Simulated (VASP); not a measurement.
# Be (P6/mmm) in VASP: notebook

Be is run at these levels: PBE; tasks: relaxation of cell and atoms.

All numbers are computed with VASP 6.6.1; they aren't measurements. Logs are shortened: lines on timing, memory, paths and dates and some standing lists are left out, and cuts for length are marked.

## Step 1: The cell of the first run

Symmetry: P6/mmm, No. 191, hexagonal system. The conventional cell has a = 1.923 Å, b = 1.923 Å, c = 1.808 Å, α = 90.00°, β = 90.00°, γ = 120.00°. Within 2.4 Å of Be (site symmetry 6/mmm) lie 8 Be at 1.81 to 1.92 Å.

This isn't the form of Be at room conditions, which is hcp.

## Step 2: Relaxation of cell and atoms, PBE, target pressure 69 GPa, at which the enthalpy is minimised

INCAR reads:

```
SYSTEM = Be
PREC     = Accurate       ! precision mode
ENCUT    = 600            ! plane-wave cutoff, eV
EDIFF    = 1E-6           ! SCF threshold, eV
ISMEAR   = -1             ! smearing method
SIGMA    = 0.05           ! smearing width, eV
LREAL    = .False.        ! projectors in reciprocal space
LASPH    = .True.         ! aspherical terms in the spheres
NELM     = 80             ! most SCF steps
ALGO     = Normal         ! electronic algorithm
ISIF     = 3              ! what is computed and relaxed
LWAVE    = .False.        ! write WAVECAR
LCHARG   = .False.        ! write CHGCAR
GGA      = PE             ! functional
IBRION   = 2              ! ionic algorithm
NSW      = 60             ! ionic steps
EDIFFG   = -0.005         ! ionic threshold
PSTRESS  = 690.0
```

KPOINTS reads:

```
Automatic mesh
0
Gamma
  23 23 21
  0 0 0
```

POSCAR reads:

```
Be
1.0
    1.9230233174      0.0000000000      0.0000000000
   -0.9615116587      1.6653870450      0.0000000000
    0.0000000000      0.0000000000      1.8076419184
Be
1
Direct
    0.0000000000      0.0000000000      0.0000000000
```

Potentials or basis: VASP PAW PBE potentials, release 64 (Be).

Started as:

```
$ cat potpaw_PBE.64/Be/POTCAR > POTCAR
$ mpirun -np 1 vasp_std > vasp.out
```

OUTCAR:

```text
SYSTEM = Be
   PREC = Accurate
   ENCUT = 600
   EDIFF = 1E-6
   ISMEAR = -1
   LREAL = .False.
   LASPH = .True.
   NELM = 80
   ISIF = 3
   GGA = PE
   IBRION = 2
   NSW = 60
   EDIFFG = -0.005
   PSTRESS = 690.0

 ion  position               nearest neighbor table
   1  0.000  0.000  0.000-

  LATTYP: Found a hexagonal cell.
 ALAT       =     1.9230233174
 C/A-ratio  =     0.9400000000

  Lattice vectors:

 A1 = (   1.9230233174,   0.0000000000,   0.0000000000)
 A2 = (  -0.9615116587,   1.6653870450,   0.0000000000)
 A3 = (   0.0000000000,   0.0000000000,   1.8076419184)

Analysis of symmetry for initial positions (statically):
=====================================================================
 Subroutine PRICEL returns:
 Original cell was already a primitive cell.

 Routine SETGRP: Setting up the symmetry group for a
 hexagonal supercell.

 Subroutine GETGRP returns: Found 24 space group operations
 (whereof 24 operations were pure point group operations)
 out of a pool of 24 trial point group operations.

The static configuration has the point symmetry D_6h.

Analysis of symmetry for dynamics (positions and initial velocities):
=====================================================================
 Subroutine PRICEL returns:
 Original cell was already a primitive cell.

 Routine SETGRP: Setting up the symmetry group for a
 hexagonal supercell.

 Subroutine GETGRP returns: Found 24 space group operations
 (whereof 24 operations were pure point group operations)
 out of a pool of 24 trial point group operations.

The dynamic configuration has the point symmetry D_6h.

 Subroutine INISYM returns: Found 24 space group operations
 (whereof 24 operations are pure point group operations),
 and found     1 'primitive' translations

----------------------------------------------------------------------------------------

                                     Primitive cell

  volume of cell :       5.7891

  direct lattice vectors                    reciprocal lattice vectors
     1.923023317  0.000000000  0.000000000     0.520014495  0.300230509  0.000000000
    -0.961511659  1.665387045  0.000000000     0.000000000  0.600461018  0.000000000
     0.000000000  0.000000000  1.807641918     0.000000000  0.000000000  0.553206910

  length of vectors
     1.923023317  1.923023317  1.807641918     0.600461018  0.600461018  0.553206910

  position of ions in fractional coordinates (direct lattice)
     0.000000000  0.000000000  0.000000000

  ion indices of the primitive-cell ions
   primitive index   ion index
                 1           1

----------------------------------------------------------------------------------------

 KPOINTS: Automatic mesh

Automatic generation of k-mesh.
 Grid dimensions read from file:
 generate k-points for:   23   23   21

 Generating k-lattice:

  Cartesian coordinates                     Fractional coordinates (reciprocal lattice)
     0.022609326  0.013053500  0.000000000     0.043478261  0.000000000  0.000000000
     0.000000000  0.026107001  0.000000000     0.000000000  0.043478261  0.000000000
     0.000000000  0.000000000  0.026343186     0.000000000  0.000000000  0.047619048

  Length of vectors
     0.026107001  0.026107001  0.026343186

  Shift w.r.t. Gamma in fractional coordinates (k-lattice)
     0.000000000  0.000000000  0.000000000

 Subroutine IBZKPT returns following result:
 ===========================================

 Found    616 irreducible k-points:

 Following reciprocal coordinates:
            Coordinates               Weight
  0.000000  0.000000  0.000000      1.000000
  0.043478 -0.000000  0.000000      6.000000
  0.086957 -0.000000  0.000000      6.000000
  0.130435 -0.000000  0.000000      6.000000
  0.173913 -0.000000  0.000000      6.000000
  0.217391 -0.000000  0.000000      6.000000
[... 16 lines left out ...]
  0.478261  0.043478  0.000000      6.000000
  0.086957  0.086957  0.000000      6.000000
 [... further k-points ...]
[... 41 lines left out ...]

 Free energy of the ion-electron system (eV)
  ---------------------------------------------------
  ext. energy  EPLUGINS =         0.00000000
  ---------------------------------------------------
  free energy    TOTEN  =        -2.42569767 eV

  energy without entropy =       -2.42380863  energy(sigma->0) =       -2.42475315

 E-fermi :  10.6509     XC(G=0): -11.6766

 val. band max:       10.6413062074   @ k =   0.4783   0.0435   0.4286
 cond. band min:      10.6893893617   @ k =   0.1739  -0.0000   0.4286
 fundamental gap:      0.0480831543
 Fermi energy:        10.6508822250

 k-point     1 :       0.0000    0.0000    0.0000
  band No.  band energies     occupation
      1      -3.1587      2.00000
      2      30.0624      0.00000
      3      33.8932      0.00000
      4      33.8932      0.00000
      5      37.5657      0.00000

 k-point     2 :       0.0435   -0.0000    0.0000
  band No.  band energies     occupation
      1      -3.0926      2.00000
      2      30.1502      0.00000
      3      32.9737      0.00000
      4      33.5382      0.00000
      5      38.1673      0.00000
[... 169 lines left out ...]
 k-point    24 :       0.0870    0.0870    0.0000
  band No.  band energies     occupation
      1      -2.3653      2.00000
      2      28.4354      0.00000
      3      29.1183      0.00000
      4      31.1047      0.00000
      5      40.5853      0.00000

 [... further k-points ...]

------------------------ aborting loop because EDIFF is reached ----------------------------------------

  FORCE on cell =-STRESS in cart. coord.  units (eV):
  Direction    XX          YY          ZZ          XY          YZ          ZX
  --------------------------------------------------------------------------------------
  -------------------------------------------------------------------------------------
  Total        2.5405765      2.5405765      4.4761365      0.0000000     -0.0000000      0.0000000
  in kB      703.1220611    703.1220612   1238.8016339      0.0000000     -0.0000000      0.0000000
  external PRESSURE =     191.6819187 kB  Pullay stress =     690.0000000 kB
[... 244 lines left out ...]
  enthalpy is  TOTEN    =        -0.0208647042 eV   P V=        2.7063837299

--------------------------------------- Ionic step        8  -------------------------------------------

 number of electron       2.0000000 magnetization

 Free energy of the ion-electron system (eV)
  ---------------------------------------------------
  ext. energy  EPLUGINS =         0.00000000
  ---------------------------------------------------
  free energy    TOTEN  =        -2.72797640 eV

  energy without entropy =       -2.72635109  energy(sigma->0) =       -2.72716374

 E-fermi :   9.1162     XC(G=0): -11.3615

 val. band max:        9.1152555682   @ k =   0.4348   0.0870   0.4286
 cond. band min:       9.1401956630   @ k =   0.3043   0.0870   0.4762
 fundamental gap:      0.0249400948
 Fermi energy:         9.1162407824

 k-point     1 :       0.0000    0.0000    0.0000
  band No.  band energies     occupation
      1      -3.5040      2.00000
      2      24.0638      0.00000
      3      32.2052      0.00000
      4      34.0648      0.00000
      5      34.0648      0.00000

 k-point     2 :       0.0435   -0.0000    0.0000
  band No.  band energies     occupation
      1      -3.4351      2.00000
      2      24.1553      0.00000
      3      31.4202      0.00000
      4      33.7061      0.00000
      5      34.5092      0.00000
[... 169 lines left out ...]
 k-point    24 :       0.0870    0.0870    0.0000
  band No.  band energies     occupation
      1      -2.6783      2.00000
      2      25.1525      0.00000
      3      27.4595      0.00000
      4      29.2231      0.00000
      5      36.3098      0.00000

 [... further k-points ...]

------------------------ aborting loop because EDIFF is reached ----------------------------------------

  FORCE on cell =-STRESS in cart. coord.  units (eV):
  Direction    XX          YY          ZZ          XY          YZ          ZX
  --------------------------------------------------------------------------------------
  -------------------------------------------------------------------------------------
  Total        2.7075866      2.7075866      2.7074436      0.0000000     -0.0000000      0.0000000
  in kB      690.1212208    690.1212209    690.0847852      0.0000000     -0.0000000      0.0000000
  external PRESSURE =       0.1090756 kB  Pullay stress =     690.0000000 kB
[... 16 lines left out ...]
  FREE ENERGIE OF THE ION-ELECTRON SYSTEM (eV)
  ---------------------------------------------------
  free  energy   TOTEN  =        -2.7279763972 eV

  energy  without entropy=       -2.7263510868  energy(sigma->0) =       -2.72716374

  enthalpy is  TOTEN    =        -0.0208654176 eV   P V=        2.7071109796

 reached required accuracy - stopping structural energy minimisation
```

Wall time 27 s (1 thread of Intel Xeon 8259CL, shared host); peak memory 0.13 GiB.

Results:

```yaml
Free_energy: -2.7280 eV
Relaxed_volume: 6.29 Å³/atom
Relaxed_cell: a = 1.919 Å, b = 1.919 Å, c = 1.970 Å, α = 90.00°, β = 90.00°, γ = 120.00°
Space_group_after_relaxing_to_0.1_Å: P6/mmm (No. 191)
Energy_change_on_relaxing_the_run_minimises_the_enthalpy: -302.3 meV/atom
Ionic_steps: 8
Pressure_after_relaxing: 69.0 GPa
Band_gap_on_the_k_mesh: zero (bands 1 and 2 overlap by 6.26 eV)
```

The path:
```
step  energy change (eV)  largest force (eV/Å)  pressure (GPa)  volume (Å³)
   1              0.0000                0.0000           88.17         5.79
   2             -0.3383                0.0000           65.22         6.37
   3             -0.3222                0.0000           66.45         6.33
   4             -0.3269                0.0000           66.09         6.34
   5             -0.2895                0.0000           70.90         6.26
   6             -0.3085                0.0000           68.49         6.30
   7             -0.3016                0.0000           69.07         6.28
   8             -0.3023                0.0000           69.01         6.29
```

Final structure:
```
Be
1.0
     1.91934    0.00000    0.00000
    -0.95967    1.66220    0.00000
     0.00000    0.00000    1.97031
Be
1
Cartesian
  0.0000 0.0000 0.0000
```

Caveat: the cell is relaxed towards a set pressure, so the run minimises the enthalpy, not the energy.

## Step 3: Relaxation of cell and atoms, PBE, target pressure 69 GPa, at which the enthalpy is minimised

This run uses another cell than the first one: it holds 3 atoms, not 1.

INCAR reads:

```
SYSTEM = Be
ALGO     = Normal         ! electronic algorithm
EDIFF    = 1E-6           ! SCF threshold, eV
EDIFFG   = -0.005         ! ionic threshold
ENCUT    = 600            ! plane-wave cutoff, eV
GGA      = PE             ! functional
IBRION   = 2              ! ionic algorithm
ISIF     = 3              ! what is computed and relaxed
ISMEAR   = -1             ! smearing method
LASPH    = .TRUE.         ! aspherical terms in the spheres
LCHARG   = .FALSE.        ! write CHGCAR
LREAL    = .FALSE.        ! projectors in reciprocal space
LWAVE    = .FALSE.        ! write WAVECAR
NELM     = 80             ! most SCF steps
NSW      = 60             ! ionic steps
PREC     = Accurate       ! precision mode
PSTRESS  = 690.0        
SIGMA    = 0.05           ! smearing width, eV
```

KPOINTS reads:

```
k-points
0
G
  11 11 16
  0 0 0
```

POSCAR reads:

```
Be
1.0
    3.1645297083      0.0000000000      0.0000000000
   -1.5822648541      2.7405631184      0.0000000000
    0.0000000000      0.0000000000      1.9620084191
Be
3
Direct
    0.0000000000      0.0000000000      0.0000000000
    0.3333333333      0.6666666667      0.5000000000
    0.6666666667      0.3333333333      0.5000000000
```

Potentials or basis: VASP PAW PBE potentials, release 64 (Be).

Started as:

```
$ cat potpaw_PBE.64/Be/POTCAR > POTCAR
$ mpirun -np 1 vasp_std > vasp.out
```

Run time: 36 s. Hardware: 1 thread of Intel Xeon 8259CL, shared host; peak memory 0.14 GiB.

Results (log left out):

```
Free energy                                                : -9.5598 eV
Relaxed volume                                             : 5.73 Å³/atom
Relaxed cell                                               : a = 3.212 Å, b = 3.212 Å, c = 1.924 Å, α = 90.00°, β = 90.00°, γ = 120.00°
Space group after relaxing (to 0.1 Å)                      : P6/mmm (No. 191)
Energy change on relaxing (the run minimises the enthalpy) : -36.9 meV/atom
Ionic steps                                                : 8
Pressure after relaxing                                    : 69.0 GPa
Band gap on the k mesh                                     : zero (bands 3 and 4 overlap by 6.70 eV)
```

Stress tensor (GPa, compression positive):
```
69.07  0.00  0.00
 0.00 69.07  0.00
 0.00  0.00 68.91
```

Step by step:
```
step  energy change (eV)  largest force (eV/Å)  pressure (GPa)  volume (Å³)
   1              0.0000                0.0000           73.37        17.02
   2             -0.1904                0.0000           65.35        17.39
   3             -0.1539                0.0000           67.16        17.29
   4             -0.1562                0.0000           67.05        17.30
   5             -0.0900                0.0000           69.88        17.15
   6             -0.1129                0.0000           68.90        17.20
   7             -0.1138                0.0000           68.87        17.20
   8             -0.1106                0.0000           69.02        17.19
```

Final structure:
```
CELL_PARAMETERS angstrom
3.21249 0.00000 0.00000
-1.60624 2.78210 0.00000
0.00000 0.00000 1.92366
ATOMIC_POSITIONS crystal
Be 0.00000 0.00000 0.00000
Be 0.33333 0.66667 0.50000
Be 0.66667 0.33333 0.50000
```

Levels at points of the mesh, in eV from the Fermi level:
| k point | band 1 | band 2 | band 3 | band 4 | band 5 | band 6 | band 7 |
| --- | --- | --- | --- | --- | --- | --- | --- |
| (0.00, 0.00, 0.00) | -14.23 | -2.27 | -2.27 | -2.02 | -2.02 | 7.71 | 8.22 |
| (0.00, 0.00, 0.50) | -8.30 | -6.62 | 4.68 | 4.68 | 4.92 | 7.24 | 7.24 |

Caveat: the cell is relaxed towards a set pressure, so the run minimises the enthalpy, not the energy.

## Step 4: Relaxation of cell and atoms, PBE, target pressure 69 GPa, at which the enthalpy is minimised

This run uses another cell than the first one: it holds 3 atoms, not 1.

INCAR reads:

```
SYSTEM = Be
ALGO = Normal
EDIFF = 1E-6
EDIFFG = -0.005
ENCUT = 600
GGA = PE
IBRION = 2
ISIF = 3
ISMEAR = -1
LASPH = .True.
LCHARG = .False.
LREAL = .False.
LWAVE = .False.
NELM = 80
NSW = 32
PREC = Accurate
PSTRESS = 690.0
SIGMA = 0.05
```

KPOINTS reads:

```
k-points
0
Gamma
  11 11 16
  0 0 0
```

POSCAR reads:

```
Be
1.0
    3.2113389362      0.0000000000      0.0000000000
   -1.6056694681      2.7811010989      0.0000000000
    0.0000000000      0.0000000000      1.9226078302
Be
3
Direct
    0.0000000000      0.0000000000      0.0000000000
    0.3333333333      0.6666666667      0.5000000000
    0.6666666667      0.3333333333      0.5000000000
```

Started as:

```
$ cat potpaw_PBE.64/Be/POTCAR > POTCAR
$ mpirun -np 1 vasp_std > vasp.out
```

Wall time 18 s (1 thread of Intel Xeon 8259CL, shared host); peak memory 0.13 GiB.

The run converged. Its results:

| Property | Result |
| --- | --- |
| Free energy | -9.5595 eV |
| Relaxed volume | 5.73 Å³/atom |
| Relaxed cell | a = 3.213 Å, b = 3.213 Å, c = 1.923 Å, α = 90.00°, β = 90.00°, γ = 120.00° |
| Space group after relaxing (to 0.1 Å) | P6/mmm (No. 191) |
| Energy change on relaxing (the run minimises the enthalpy) | -3.0 meV/atom |
| Ionic steps | 3 |
| Pressure after relaxing | 69.0 GPa |
| Band gap on the k mesh | zero (bands 3 and 4 overlap by 6.70 eV) |

The path:
```
step  energy change (eV)  largest force (eV/Å)  pressure (GPa)  volume (Å³)
   1              0.0000                0.0000           69.42        17.17
   2             -0.0160                0.0000           68.73        17.21
   3             -0.0090                0.0000           69.03        17.19
```

Final structure:
```yaml
crystal:
  lattice:
    - [3.21268, 0.00000, 0.00000]
    - [-1.60634, 2.78226, 0.00000]
    - [0.00000, 0.00000, 1.92335]
  atoms:
    - { symbol: Be, position: [0.00000, 0.00000, 0.00000] }
    - { symbol: Be, position: [0.33333, 0.66667, 0.50000] }
    - { symbol: Be, position: [0.66667, 0.33333, 0.50000] }
```

Levels at points of the mesh, in eV from the Fermi level:
```
           k point  band 1  band 2  band 3  band 4  band 5  band 6  band 7
(0.00, 0.00, 0.00)  -14.23   -2.28   -2.28   -2.02   -2.02    7.71    8.22
(0.00, 0.00, 0.50)   -8.30   -6.62    4.68    4.68    4.91    7.24    7.24
```

Caveat: the cell is relaxed towards a set pressure, so the run minimises the enthalpy, not the energy.

## Step 5: Relaxation of cell and atoms, PBE, target pressure 69 GPa, at which the enthalpy is minimised

This run uses another cell than the first one, of 6.28 Å³/atom.

INCAR reads:

```
SYSTEM = Be
PREC = Accurate
ENCUT = 600
EDIFF = 1E-6
ISMEAR = -1
SIGMA = 0.05
LREAL = .False.
LASPH = .True.
NELM = 80
ALGO = Normal
ISIF = 3
LWAVE = .False.
LCHARG = .False.
GGA = PE
IBRION = 2
NSW = 32
EDIFFG = -0.005
PSTRESS = 690.0
```

KPOINTS reads:

```
Automatic mesh
0
Gamma
  23 23 21
  0 0 0
```

POSCAR reads:

```
Be
1.0
    1.9186251702      0.0000000000      0.0000000000
   -0.9593125851      1.6615781377      0.0000000000
    0.0000000000      0.0000000000      1.9696998617
Be
1
Direct
    0.0000000000      0.0000000000      0.0000000000
```

Started as:

```
$ cat potpaw_PBE.64/Be/POTCAR > POTCAR
$ mpirun -np 1 vasp_std > vasp.out
```

It took 10 s on 1 thread of Intel Xeon 8259CL, shared host; peak memory 0.13 GiB.

Results (log left out):

```
Free energy                                                : -2.7278 eV
Relaxed volume                                             : 6.29 Å³/atom
Relaxed cell                                               : a = 1.919 Å, b = 1.919 Å, c = 1.970 Å, α = 90.00°, β = 90.00°, γ = 120.00°
Space group after relaxing (to 0.1 Å)                      : P6/mmm (No. 191)
Energy change on relaxing (the run minimises the enthalpy) : -2.6 meV/atom
Ionic steps                                                : 3
Pressure after relaxing                                    : 69.0 GPa
Band gap on the k mesh                                     : zero (bands 1 and 2 overlap by 6.26 eV)
```

Stress tensor (GPa, compression positive):
```
68.99  0.00  0.00
 0.00 68.99  0.00
 0.00  0.00 69.09
```

Step by step:
| step | energy change (eV) | largest force (eV/Å) | pressure (GPa) | volume (Å³) |
| --- | --- | --- | --- | --- |
| 1 | 0.0000 | 0.0000 | 69.32 | 6.28 |
| 2 | -0.0049 | 0.0000 | 68.76 | 6.29 |
| 3 | -0.0026 | 0.0000 | 69.02 | 6.29 |

Final structure:
```
CELL_PARAMETERS angstrom
1.91938 0.00000 0.00000
-0.95969 1.66223 0.00000
0.00000 0.00000 1.97006
ATOMIC_POSITIONS crystal
Be 0.00000 0.00000 0.00000
```

Levels at points of the mesh, in eV from the Fermi level:
```csv
k point,band 1,band 2,band 3,band 4,band 5
"(0.00, 0.00, 0.00)",-12.62,14.95,23.09,24.94,24.94
```

Caveat: the cell is relaxed towards a set pressure, so the run minimises the enthalpy, not the energy.

## Step 6: Overview

| cell | k mesh | gap on the mesh (eV) | pressure (GPa) |
| --- | --- | --- | --- |
| relaxed to 69 GPa from a = 1.923, b = 1.923, c = 1.808 Å, angles 90.0, 90.0, 120.0°, 1 atom, atomic positions A | 23 × 23 × 21 | none | 69.0 |
| relaxed to 69 GPa from a = 3.165, b = 3.165, c = 1.962 Å, angles 90.0, 90.0, 120.0°, 3 atoms, atomic positions B | 11 × 11 × 16 | none | 69.0 |
| relaxed to 69 GPa from a = 3.211, b = 3.211, c = 1.923 Å, angles 90.0, 90.0, 120.0°, 3 atoms, atomic positions B | 11 × 11 × 16 | none | 69.0 |
| relaxed to 69 GPa from a = 1.919, b = 1.919, c = 1.970 Å, angles 90.0, 90.0, 120.0°, 1 atom, atomic positions A | 23 × 23 × 21 | none | 69.0 |

Alike in all rows: task relaxation of cell and atoms; level PBE; potentials or basis VASP PAW PBE potentials, release 64 (Be); no spin polarisation; cutoff (eV) 600; smearing fermi-dirac 0.05 eV.

Caveats: the cell is relaxed towards a set pressure, so the run minimises the enthalpy, not the energy.

Total energies depend on the potentials used, so only differences within one code and one set of settings carry meaning.

The gap in the log of VASP goes by the Fermi energy; the results here count the filled bands.